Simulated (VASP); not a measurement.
Write the native input for VASP 6.6.1 that does the following.

```
Task                   : single point
Functional             : LDA
Potentials or basis    : VASP PAW LDA potentials, release 64 (V_sv, Si)
Cutoff                 : 520 eV
k mesh                 : 15 × 15 × 13
Occupations            : fermi-dirac, width 0.1 eV
Spin                   : no spin polarisation
Dipole correction      : no
Further INCAR settings : ALGO = Normal; EDIFF = 1e-06; NBANDS = 16
```

The structure of VSi (WC type) lies in POSCAR:

```
VSi
1.0
    2.5714024985      0.0000000000      0.0000000000
   -1.2857012493      2.2268998871      0.0000000000
    0.0000000000      0.0000000000      3.7717503740
V Si
1 1
Direct
    0.0000000000      0.0000000000      0.0000000000
    0.3333333333      0.6666666667      0.5000000000
```

These files were run (other wordings do the same):

INCAR

```
PREC = Accurate
ENCUT = 520
EDIFF = 1E-6
ISMEAR = -1
SIGMA = 0.1
LREAL = False
LASPH = True
NELM = 60
ALGO = Normal
ISIF = 2
LWAVE = False
LCHARG = False
NBANDS = 16
```

KPOINTS

```
regular mesh
0
Gamma
  15 15 13
```

Potentials or basis: VASP PAW LDA potentials, release 64 (V_sv, Si).

Command:

```sh
$ cat potpaw_LDA.64/V_sv/POTCAR potpaw_LDA.64/Si/POTCAR > POTCAR
$ mpirun -np 1 vasp_std > vasp.out
```

It gave:

```yaml
Pressure: 39.8 GPa
```

Wall time 30 s on 1 thread of AMD EPYC 9R45 96-Core Processor (Zen 5) (shared host), peak memory 0.14 GiB.
